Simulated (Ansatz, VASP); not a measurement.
**Two plane-wave programs on TiSi2**

```
Ti Si
1.0
     0.00000    4.09096    4.24775
     2.38093    0.00000    4.24775
     2.38093    4.09096    0.00000
Ti Si
2 4
Direct
  0.50000 0.50000 0.50000
  0.75000 0.75000 0.75000
  0.83616 0.16384 0.83616
  0.16384 0.83616 0.16384
  0.08616 0.41384 0.08616
  0.41384 0.08616 0.41384
```

Alike in both runs: task single point; functional PBEsol; k mesh 10 × 10 × 10; occupations gaussian, width 0.1 eV; no spin polarisation.

```csv
,VASP,Ansatz
version,VASP 6.6.1,Ansatz 0.2.0
potentials or method,"VASP PAW PBE potentials, release 64 (Ti_sv, Si), cutoff 520 eV","scalar-relativistic, plane waves, PAW"
valence electrons in the cell,40,40
```

Ansatz gave:

| Property | Result |
| --- | --- |
| gap on the k mesh at the Fermi level (eV) | none |
| pressure (GPa) | 0.0 |
| traceless stress, the component that is largest in VASP (GPa) | 0.00 |

Question: Which values does VASP return?

Answer: gap on the k mesh at the Fermi level (eV): none; pressure (GPa): 0.2; traceless stress, the component that is largest in VASP (GPa): 0.06.

VASP's potentials were made for PBE, not for PBEsol, and Ansatz warns of the same on its side. A gap of «none» marks a metal or a gap that the smearing closes.
